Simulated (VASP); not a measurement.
AsSe2:

```xyz
3
Lattice="-1.9638 1.9638 4.9007 1.9638 -1.9638 4.9007 1.9638 1.9638 -4.9007" Properties=species:S:1:pos:R:3 pbc="T T T"
As    0.0000    0.0000    0.0000
Se    0.0000    0.0000    3.1953
Se    0.0000    0.0000    6.6062
```

The cell was built from a structure type or drawn by symmetry, and may not be a known phase.

```yaml
Program: VASP 6.6.1
Task: relaxation of cell and atoms
Functional: PBE
Potentials_or_basis: VASP PAW PBE potentials, release 64 (As, Se)
Cutoff: 600 eV
k_mesh: 6 × 6 × 6
Occupations: gaussian, width 0.1 eV
Spin: no spin polarisation
```

At the start: pressure -9.6 GPa; volume 25.20 Å³/atom.

Task: How do energy, volume and symmetry change on relaxing?

Result: Over 10 steps the energy falls by 312.2 meV/atom and the volume is 20.84 Å³/atom (-17.3 %); space group I4/mmm (No. 139, to 0.1 Å) before and after.

The path:
```tsv
step	energy change (eV)	largest force (eV/Å)	pressure (GPa)	volume (Å³)
1	0.0000	0.3457	-9.58	75.60
2	-0.5472	0.6516	1.09	60.28
3	-0.5484	0.6411	0.42	60.81
4	-0.6476	0.7558	0.51	60.06
5	-0.8382	0.3505	3.95	57.59
6	-0.8974	0.3033	1.13	60.10
7	-0.9201	0.2553	-1.59	63.17
8	-0.9344	0.0814	-0.80	63.22
9	-0.9350	0.0443	-0.58	63.23
10	-0.9365	0.0087	0.06	62.53
```

Final structure:
```
CELL_PARAMETERS angstrom
-1.72021 1.72021 5.28248
1.72021 -1.72021 5.28248
1.72021 1.72021 -5.28248
ATOMIC_POSITIONS crystal
As 0.00000 0.00000 0.00000
Se 0.35397 0.35397 0.00000
Se 0.64603 0.64603 0.00000
```

Caveat: the volume moved by over 15 % at a fixed basis, so the end points are rough.
